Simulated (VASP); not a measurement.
CuF:

```
Cu F
1.0
     3.43543    0.00000    0.00000
    -1.71772    2.97517    0.00000
     0.00000    0.00000    4.91358
Cu F
2 2
Cartesian
  0.0000 1.9834 1.2284
  1.7177 0.9917 3.6852
  1.7177 0.9917 1.2284
  0.0000 1.9834 3.6852
```

Base run:

- Program: VASP 6.6.1
- Functional: LDA
- Potentials or basis: VASP PAW LDA potentials, release 64 (Cu, F)
- Cutoff: 520 eV
- k mesh: 12 × 12 × 4
- Occupations: fermi-dirac, width 0.02 eV
- Spin: no spin polarisation

Its results: band gap on the k mesh zero (band 18 reaches 3.63 eV, above the bottom of band 19 at 3.57 eV); pressure 0.4 GPa.

Task: The run is repeated on the same cell with these changes: potentials or basis from VASP PAW LDA potentials, release 64 (Cu, F) to VASP PAW LDA potentials, release 64 (Cu_sv_GW, F); cutoff from 520 eV to 700 eV; further incar settings from ALGO = Normal; EDIFF = 1e-07; NBANDS = 26 to ALGO = Normal; EDIFF = 1e-06; NBANDS = 34; valence electrons from 36 to 52. What comes out?

Result: Band gap on the k mesh zero (band 26 reaches 3.55 eV, above the bottom of band 27 at 3.49 eV); pressure -2.2 GPa.

Caveats: semilocal functionals often make such compounds metallic where correlation or magnetic order opens a gap, which also shifts bond lengths.
